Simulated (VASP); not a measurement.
Here is a VASP 6.6.1 calculation.

File INCAR:

```
ALGO = Normal ; EDIFF = 1E-6
ENCUT = 520 ; GGA = PS
ISIF = 2 ; ISMEAR = -1
LASPH = T ; LCHARG = F
LREAL = F ; LWAVE = F
NBANDS = 49 ; NELM = 60
PREC = Accurate ; SIGMA = 0.05
```

Contents of KPOINTS:

```
k-points
0
Gamma
  10 10 1
```

POSCAR

```
MoS2
1.0
    3.1407400563      0.0000000000      0.0000000000
   -1.5703700281      2.7199606754      0.0000000000
    0.0000000000      0.0000000000     28.0138644461
Mo S
3 6
Direct
    0.3333333333      0.6666666667      0.2244448584
    0.3333333333      0.6666666667      0.7755551416
    0.6666666667      0.3333333333      0.0000000000
    0.6666666667      0.3333333333      0.1687799974
    0.6666666667      0.3333333333      0.7199403689
    0.3333333333      0.6666666667      0.9443398182
    0.6666666667      0.3333333333      0.2800596311
    0.6666666667      0.3333333333      0.8312200026
    0.3333333333      0.6666666667      0.0556601818
```

Potentials or basis: VASP PAW PBE potentials, release 64 (Mo_sv, S).

Command:

```bash
$ cat potpaw_PBE.64/Mo_sv/POTCAR potpaw_PBE.64/S/POTCAR > POTCAR
$ mpirun -np 1 vasp_std > vasp.out
```

Predict the largest force.

0.004 eV/Å.

Estimate the band gap on the k mesh.

1.25 eV, indirect (least direct gap 2.00 eV).

Forces on the atoms (eV/Å):
```
Mo   0.000  0.000  0.001
Mo   0.000  0.000 -0.001
Mo   0.000  0.000  0.000
S    0.000  0.000 -0.003
S    0.000  0.000 -0.004
S    0.000  0.000 -0.001
S    0.000  0.000  0.004
S    0.000  0.000  0.003
S    0.000  0.000  0.001
```

Caveat: the PAW data sets were made with another functional, which shifts forces and pressure a little.
